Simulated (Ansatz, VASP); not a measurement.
# One calculation of Be, two programs

The input INCAR:

```
SYSTEM = Be
  PREC = Accurate
  ENCUT = 520
  EDIFF = 1E-6
  ISMEAR = -1
  SIGMA = 0.1
  LREAL = .False.
  LASPH = .True.
  NELM = 100
  ALGO = Normal
  ISIF = 2
  LWAVE = .False.
  LCHARG = .True.
  GGA = B5
  ALDAX = 1.0
  AGGAX = 1.0
  AGGAC = 1.0
  ALDAC = 0.0
  LELF = .True.
  LVHAR = .True.
  NBANDS = 12
```

Contents of KPOINTS:

```
Automatic mesh
0
Gamma
  18 18 5
  0 0 0
```

Contents of POSCAR:

```
Be
1.0
    2.1651838267      0.0000000000      0.0000000000
   -1.0825919134      1.8751041977      0.0000000000
    0.0000000000      0.0000000000      6.8667222859
Be
4
Direct
    1.0000000000      0.0000000000      0.0000000000
    1.0000000000      0.0000000000      0.5000000000
    0.3333333333      0.6666666667      0.2500000000
    0.6666666667      0.3333333333      0.7500000000
```

Input for Ansatz:

```yaml
crystal:
  lattice:
    - [2.1651838267, 0.0, 0.0]
    - [-1.0825919134, 1.8751041977, 0.0]
    - [0.0, 0.0, 6.8667222859]
  atoms:
    - { symbol: Be, position: [1.0, 0.0, 0.0] }
    - { symbol: Be, position: [1.0, 0.0, 0.5] }
    - { symbol: Be, position: [0.3333333333, 0.6666666667, 0.25] }
    - { symbol: Be, position: [0.6666666667, 0.3333333333, 0.75] }
hamiltonian:
  xc: blyp
  pseudopotentials:
    kind: paw
    azcp:
      Be: "pseudopotentials/Be.paw.azcp"
basis:
  ecutwfc: 420
  fft_grid_basis: typed
kpoints:
  mp_grid: { grid: [18, 18, 5], shift: [0, 0, 0] }
magnetization:
  spin_polarized: false
scf:
  occupations: { method: fermi_dirac, width: 0.1 }
  lower_state_search: "off"
output:
  stress: true
  write_density: true
  write_potential: true
  elf: true
  volumetric_format: npy
```

Alike in both runs: task single point; functional BLYP; k mesh 18 × 18 × 5; occupations fermi-dirac, width 0.1 eV; no spin polarisation.

```csv
,VASP,Ansatz
version,VASP 6.6.1,Ansatz 0.2.0
potentials or method,"VASP PAW PBE potentials, release 64 (Be), cutoff 520 eV","plane waves (420 eV) with PAW, scalar-relativistic"
valence electrons in the cell,8,8
```

VASP gave:

- pressure (GPa): 19.1
- traceless stress, the component that is largest in VASP (GPa): 2.32

**Question.** What did Ansatz give for the same quantities?

**Answer.** Pressure (GPa): 19.0; traceless stress, the component that is largest in VASP (GPa): 2.42.

VASP's potentials were made for PBE, not for BLYP. The functional is the same, so the differences come from potentials, cutoffs and numerics.
